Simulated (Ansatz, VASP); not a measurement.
# H14SO6 in VASP and in Ansatz

```
O H S
1.0
     6.78242    0.00000    0.00000
     0.00000    6.78242    0.00000
     0.00000    0.00000    6.78242
O H S
6 14 1
Direct
  0.57153 0.73332 0.10617
  0.88690 0.29140 0.65620
  0.34983 0.76250 0.51432
  0.42589 0.10543 0.18780
  0.06571 0.64877 0.78215
  0.68567 0.35818 0.99622
  0.58388 0.70641 0.24668
  0.59596 0.60392 0.04339
  0.85242 0.29338 0.51718
  0.96070 0.41533 0.67741
  0.35545 0.89542 0.45938
  0.28502 0.68205 0.41222
  0.44912 0.97720 0.12419
  0.52346 0.19246 0.12275
  0.17070 0.70919 0.69978
  0.96313 0.74855 0.79349
  0.81133 0.36119 0.07023
  0.72797 0.32216 0.86056
  0.12503 0.53202 0.05798
  0.22460 0.28700 0.19580
  0.09713 0.44143 0.23562
```

Alike in both runs: functional PBE; k mesh 1 × 1 × 1; occupations fermi-dirac, width 0.05 eV; no spin polarisation.

Ansatz relaxed the structure, and its values are those at the end. VASP's run is a single point on that final structure, the one shown.

```csv
,VASP,Ansatz
version,VASP 6.6.1,Ansatz 0.2.0
potentials or method,"VASP PAW PBE potentials, release 64 (O, H, S), cutoff 520 eV","scalar-relativistic, plane waves, PAW"
valence electrons in the cell,56,56
```

```tsv
	VASP	Ansatz	Ansatz less VASP
gap on the k mesh at the Fermi level (eV)	4.43	4.42	-0.009
rms of the force components (eV/Å)	0.058	0.051	-0.0067
```

Ansatz's warnings: xc potential rough in thin density.
